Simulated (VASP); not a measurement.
A run of VASP 6.6.1 is set up as follows.

The input INCAR:

```
PREC = Accurate ; ENCUT = 600
EDIFF = 1E-6 ; ISMEAR = 0
SIGMA = 0.01 ; LREAL = F
LASPH = T ; NELM = 120
ALGO = Normal ; ISIF = 2
LWAVE = F ; LCHARG = F
NBANDS = 19 ; GGA_COMPAT = F
```

Contents of KPOINTS:

```
regular mesh
0
Gamma
  6 6 6
```

The input POSCAR:

```
ZrO2
1.0
    0.0000000000      2.5179860645      2.5179860645
    2.5179860645      0.0000000000      2.5179860645
    2.5179860645      2.5179860645      0.0000000000
Zr O
1 2
Direct
    0.0000000000      0.0000000000      0.0000000000
    0.2500000000      0.2500000000      0.2500000000
    0.7500000000      0.7500000000      0.7500000000
```

Potentials or basis: VASP PAW LDA potentials, release 64 (Zr_sv, O).

Run with:

```sh
$ cat potpaw_LDA.64/Zr_sv/POTCAR potpaw_LDA.64/O/POTCAR > POTCAR
$ mpirun -np 1 vasp_std > vasp.out
```

Problem. What does it give for the band gap on the k mesh?

Solution. 3.32 eV, indirect (least direct gap 3.77 eV).

Problem. What does it give for the pressure?

Solution. -1.0 GPa.

A k mesh can miss the band edges. A hybrid or GW would open this gap; LDA tends to underestimate it.
